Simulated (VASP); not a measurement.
Runs of VASP 6.6.1 on In. The structure is that of space group Fm-3m (No. 225), or close to it. The cells are those of the table. 

```csv
cell,further INCAR settings,gap on the mesh (eV),pressure (GPa)
"a = 3.108 Å, angles 122.4, 122.4, 85.8°, 1 atom",ALGO = Fast; EDIFF = 1e-06; NBANDS = 12,none,(a)
"a = 3.306 Å, angles 121.1, 121.1, 88.2°, 1 atom",ALGO = Fast; EDIFF = 1e-07; NBANDS = 12,none,4.0
"a = 3.243 Å, angles 122.4, 122.4, 85.8°, 1 atom",ALGO = Fast; EDIFF = 1e-06; NBANDS = 12,none,9.5
"a = 3.236 Å, angles 119.7, 119.7, 90.6°, 1 atom",ALGO = Fast; EDIFF = 1e-06; NBANDS = 12,none,(b)
"a = 3.171 Å, angles 121.0, 121.0, 88.3°, 1 atom",ALGO = Fast; EDIFF = 1e-07; NBANDS = 12,none,13.2
```

Alike in all rows: task single point; level PBE; potentials or basis VASP PAW PBE potentials, release 64 (In_d); no spin polarisation; k mesh 20 × 20 × 20; cutoff (eV) 520; smearing gaussian 0.15 eV.

Question: Estimate the missing entries.

Answer: (a) 22.9; (b) 6.5.

Caveats: spin-orbit coupling is left out, which moves the levels of the heavy elements.

A k mesh can miss the band edges, and the runs leave out spin-orbit coupling on In.

A gap of «none» marks levels without a gap at the run's occupations.
